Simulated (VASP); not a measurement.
# Y (P-1) in VASP: further runs

The runs below take Y through single point, with LDA.

Program: VASP 6.6.1. These are calculated values, not measurements. Logs are shortened: lines on timing, memory, paths and dates and some standing lists are left out, and cuts for length are marked.

## 1. The cell of the first run

The typed cell holds 2 atoms: a = 3.652 Å, b = 3.636 Å, c = 5.748 Å, α = 89.79°, β = 89.43°, γ = 119.57°.

## 2. Single point, LDA (equal xy, yz and zx shear strains of +1 %)

Contents of INCAR:

```
SYSTEM = Y
PREC = Accurate ; ENCUT = 520
EDIFF = 1E-6 ; ISMEAR = -1
SIGMA = 0.08 ; LREAL = .False.
LASPH = .True. ; NELM = 60
ALGO = Normal ; ISIF = 2
LWAVE = .False. ; LCHARG = .False.
GGA = CA ; NBANDS = 18
```

Contents of KPOINTS:

```
regular mesh
0
Gamma
  12 12 7
  0 0 0
```

Contents of POSCAR:

```
Y
1.0
    3.6514992371      0.0182574962      0.0182574962
   -1.8099381630      3.1531623531      0.0066827074
    0.0287370000      0.0287370000      5.7474000000
Y
2
Direct
    0.3333333333      0.6666666667      0.2500000000
    0.6666666667      0.3333333333      0.7500000000
```

Potentials or basis: VASP PAW LDA potentials, release 64 (Y_sv).

Launch:

```bash
> cat potpaw_LDA.64/Y_sv/POTCAR > POTCAR
> mpirun -np 1 vasp_std > vasp.out
```

OUTCAR:

```text
SYSTEM = Y
   PREC = Accurate
   ENCUT = 520
   EDIFF = 1E-6
   ISMEAR = -1
   LREAL = .False.
   LASPH = .True.
   NELM = 60
   ISIF = 2
   GGA = CA

 ion  position               nearest neighbor table
   1  0.333  0.667  0.250-   2 3.55   2 3.55   2 3.55   2 3.56   2 3.58   2 3.59
   2  0.667  0.333  0.750-   1 3.55   1 3.55   1 3.55   1 3.56   1 3.58   1 3.59

  LATTYP: Found a triclinic cell.
 ALAT       =     3.6674068582
 B/A-ratio  =     2.3199311004
 C/A-ratio  =     0.9913558883
 COS(alpha) =     0.0012527467
 COS(beta)  =     0.5000188430
 COS(gamma) =     0.6392151869

  Lattice vectors:

 A1 = (   1.8415610741,   3.1714198493,   0.0249402036)
 A2 = (   5.4643233112,   3.1609403455,  -5.7042023002)
 A3 = (  -1.8099381630,   3.1531623531,   0.0066827074)

Analysis of symmetry for initial positions (statically):
=====================================================================
 Subroutine PRICEL returns:
 Original cell was already a primitive cell.

 Routine SETGRP: Setting up the symmetry group for a
 triclinic supercell.

 Subroutine GETGRP returns: Found  2 space group operations
 (whereof  2 operations were pure point group operations)
 out of a pool of  2 trial point group operations.

The static configuration has the point symmetry S_2 .

Analysis of symmetry for dynamics (positions and initial velocities):
=====================================================================
 Subroutine PRICEL returns:
 Original cell was already a primitive cell.

 Routine SETGRP: Setting up the symmetry group for a
 triclinic supercell.

 Subroutine GETGRP returns: Found  2 space group operations
 (whereof  2 operations were pure point group operations)
 out of a pool of  2 trial point group operations.

The dynamic configuration has the point symmetry S_2 .

 Subroutine INISYM returns: Found  2 space group operations
 (whereof  2 operations are pure point group operations),
 and found     1 'primitive' translations

----------------------------------------------------------------------------------------

                                     Primitive cell

  volume of cell :      66.3609

  direct lattice vectors                    reciprocal lattice vectors
     3.651499237  0.018257496  0.018257496     0.273087068  0.156758522 -0.002149228
[... 81 lines left out ...]
   LNONCOLLINEAR =      F non collinear calculations
   LSORBIT =      F    spin-orbit coupling
   LASPH  =      T    aspherical Exc in radial PAW
   ENCUT  =  520.0 eV  38.22 Ry    6.18 a.u.   6.79  6.76 10.69*2*pi/ulx,y,z
   NELM   =     60;   NELMIN=  2; NELMDL= -5     # of ELM steps
   EDIFF  = 0.1E-05   stopping-criterion for ELM
   LREAL  =      F    real-space projection
   EDIFFG = 0.1E-04   stopping-criterion for IOM
   NSW    =      0    number of steps for IOM
   IBRION =     -1    ionic relax: 0-MD 1-quasi-New 2-CG
   NFREE  =      0    steps in history (QN), initial steepest desc. (CG)
   ISIF   =      2    stress and relaxation
   ISYM   =      2    0-nonsym 1-usesym 2-fastsym
   POTIM  = 0.5000    time-step for ionic-motion
   TEBEG  =    0.0;   TEEND  =   0.0 temperature during run
   PSTRESS=    0.0 pullay stress
   NELECT =      22.0000    total number of electrons
   NUPDOWN=      -1.0000    fix difference up-down
   EMIN   =  10.00;   EMAX   =-10.00  energy-range for DOS
   EFERMI =   0.00;   METHOD = LEGACY
   ISMEAR =    -1;   SIGMA  =   0.08  broadening in eV -4-tet -1-fermi 0-gaus
   EFERMI_NEDOS =   21; number of points for ismear=-14 and -15
   IALGO  =     38    algorithm
   IMIX   =      4    mixing-type and parameters
     AMIX     =   0.40;   BMIX     =  1.00
     AMIX_MAG =   1.60;   BMIX_MAG =  1.00
  volume/ion in A,a.u.               =      33.18       223.91
  Fermi-wavevector in a.u.,A,eV,Ry     =   1.133040  2.141134 17.466867  1.283779
  Thomas-Fermi vector in A             =   2.269742
   LORBIT       =      0    0 simple, 1 ext, 2 COOP (PROOUT), +10 PAW based schemes
   GGA     = CA    functional components
   LHFCALC =     F    Hartree Fock is set to
   AEXX    =    0.0000 exact exchange contribution
   IVDW    =     0    specifies the selected vdW correction
   LEPSILON=     F    determine dielectric tensor
   LRPA    =     F    only Hartree local field effects (RPA)
 non-spin polarized calculation
  energy-cutoff  :      520.00
  volume of cell :       66.36
 maximum number of plane-waves:      1805
   NGX = 13   NGY = 13   NGZ = 21

 number of electron      22.0000001 magnetization

 Free energy of the ion-electron system (eV)
  ---------------------------------------------------
  ext. energy  EPLUGINS =         0.00000000
  ---------------------------------------------------
  free energy    TOTEN  =       -13.83983250 eV

  energy without entropy =      -13.75570653  energy(sigma->0) =      -13.79776951

 E-fermi :   2.7788     XC(G=0):  -9.6021

 val. band max:        2.7755518333   @ k =   0.5000  -0.1667   0.4286
 cond. band min:       2.7803842585   @ k =   0.0833   0.3333   0.0000
 fundamental gap:      0.0048324252
 Fermi energy:         2.7788422538

 k-point     1 :       0.0000    0.0000    0.0000
  band No.  band energies     occupation
      1     -39.7019      2.00000
      2     -39.6304      2.00000
      3     -20.0951      2.00000
      4     -19.6279      2.00000
      5     -19.6236      2.00000
      6     -19.5415      2.00000
[... 481 lines left out ...]
      5     -19.8528      2.00000
      6     -19.7696      2.00000
[... 10 lines left out ...]
     17       7.4021      0.00000
     18       7.8752      0.00000

 [... further k-points ...]

------------------------ aborting loop because EDIFF is reached ----------------------------------------

  FORCE on cell =-STRESS in cart. coord.  units (eV):
  Direction    XX          YY          ZZ          XY          YZ          ZX
  --------------------------------------------------------------------------------------
  -------------------------------------------------------------------------------------
  Total       -1.5772888     -1.5761371     -1.8130066     -0.1103789     -0.0930764     -0.0930581
  in kB      -38.0811256    -38.0533196    -43.7721578     -2.6649224     -2.2471825     -2.2467402
  external PRESSURE =     -39.9688677 kB  Pullay stress =       0.0000000 kB

 VOLUME and BASIS-vectors are now :
 -----------------------------------------------------------------------------
  energy-cutoff  :      520.00
  volume of cell :       66.36
      direct lattice vectors                 reciprocal lattice vectors
     3.651499237  0.018257496  0.018257496     0.273087068  0.156758522 -0.002149228
    -1.809938163  3.153162353  0.006682707    -0.001573344  0.316242155 -0.001573344
     0.028737000  0.028737000  5.747400000    -0.000865674 -0.000865674  0.174000375

 POSITION                                       TOTAL-FORCE (eV/Angst)
 -----------------------------------------------------------------------------------
      0.01773      2.11538      1.44739        -0.010399      0.000062      0.000849
      1.85257      1.08478      4.32495         0.010399     -0.000062     -0.000849
 -----------------------------------------------------------------------------------
    total drift:                                0.000000     -0.000000     -0.000000

  FREE ENERGIE OF THE ION-ELECTRON SYSTEM (eV)
  ---------------------------------------------------
  free  energy   TOTEN  =       -13.8398324966 eV

  energy  without entropy=      -13.7557065266  energy(sigma->0) =      -13.79776951
```

It took 3.5 min on 1 thread of Intel Xeon 6975P-C (Granite Rapids), shared host; peak memory 0.61 GiB.

Results:

```
Free energy            : -13.8398 eV
Pressure               : -4.0 GPa
Largest force          : 0.010 eV/Å
Band gap on the k mesh : zero (bands 11 and 12 overlap by 1.34 eV)
```

Forces on the atoms (eV/Å):
```
Y   -0.010  0.000  0.001
Y    0.010  0.000 -0.001
```

Levels at points of the mesh, in eV from the Fermi level:
```tsv
k point	band 8	band 9	band 10	band 11	band 12	band 13	band 14	band 15
(0.00, 0.00, 0.00)	-22.29	-4.66	-1.87	0.92	1.62	1.75	1.95	2.21
(0.50, 0.00, 0.00)	-22.37	-1.69	-1.18	-0.81	-0.09	1.33	1.46	1.97
(0.00, 0.50, 0.00)	-22.37	-1.68	-1.18	-0.81	-0.07	1.33	1.43	2.00
(0.50, 0.50, 0.00)	-22.38	-1.66	-1.18	-0.81	-0.04	1.35	1.38	2.03
```

Caveat: the cell differs from its parent crystal (equal xy, yz and zx shear strains of +1 %); the cell stands under tension.

## 3. Single point, LDA (equal xy, yz and zx shear strains of +2 %)

Contents of INCAR:

```
ALGO     = Normal         # electronic algorithm
EDIFF    = 1E-6           # SCF threshold, eV
ENCUT    = 520            # plane-wave cutoff, eV
GGA      = CA             # functional
ISIF     = 2              # what is computed and relaxed
ISMEAR   = -1             # smearing method
LASPH    = T              # aspherical terms in the spheres
LCHARG   = F              # write CHGCAR
LREAL    = F              # projectors in reciprocal space
LWAVE    = F              # write WAVECAR
NBANDS   = 18             # bands
NELM     = 60             # most SCF steps
PREC     = Accurate       # precision mode
SIGMA    = 0.08           # smearing width, eV
```

Contents of KPOINTS:

```
k-points
0
Gamma
  12 12 7
```

Contents of POSCAR:

```
Y
1.0
    3.6514992371      0.0365149924      0.0365149924
   -1.7941267075      3.1440336050      0.0133654148
    0.0574740000      0.0574740000      5.7474000000
Y
2
Direct
    0.3333333333      0.6666666667      0.2500000000
    0.6666666667      0.3333333333      0.7500000000
```

Potentials or basis: VASP PAW LDA potentials, release 64 (Y_sv).

Launch:

```bash
> cat potpaw_LDA.64/Y_sv/POTCAR > POTCAR
> mpirun -np 1 vasp_std > vasp.out
```

Wall time 3.5 min (1 thread of Intel Xeon 6975P-C (Granite Rapids), shared host); peak memory 0.61 GiB.

It converged, with:

* Free energy: -13.8358 eV
* Pressure: -4.0 GPa
* Largest force: 0.019 eV/Å
* Band gap on the k mesh: zero (bands 11 and 12 overlap by 1.35 eV)

Forces in eV/Å, atoms in the order of the input:
```
Y   -0.019  0.000  0.003
Y    0.019  0.000 -0.003
```

Stress tensor (GPa, compression positive):
```
-3.81 -0.53 -0.45
-0.53 -3.80 -0.45
-0.45 -0.45 -4.34
```

Levels at points of the mesh, in eV from the Fermi level:
| k point | band 7 | band 8 | band 9 | band 10 | band 11 | band 12 | band 13 | band 14 | band 15 | band 16 |
| --- | --- | --- | --- | --- | --- | --- | --- | --- | --- | --- |
| (0.00, 0.00, 0.00) | -22.31 | -22.29 | -4.66 | -1.87 | 0.92 | 1.56 | 1.82 | 1.94 | 2.15 | 2.39 |
| (0.50, 0.00, 0.00) | -22.43 | -22.36 | -1.71 | -1.18 | -0.81 | -0.11 | 1.30 | 1.51 | 1.96 | 4.88 |
| (0.00, 0.50, 0.00) | -22.44 | -22.37 | -1.67 | -1.18 | -0.81 | -0.06 | 1.29 | 1.45 | 2.03 | 4.90 |
| (0.50, 0.50, 0.00) | -22.44 | -22.38 | -1.65 | -1.17 | -0.81 | -0.02 | 1.29 | 1.39 | 2.09 | 4.94 |

Caveat: the cell differs from its parent crystal (equal xy, yz and zx shear strains of +2 %); the cell stands under tension.
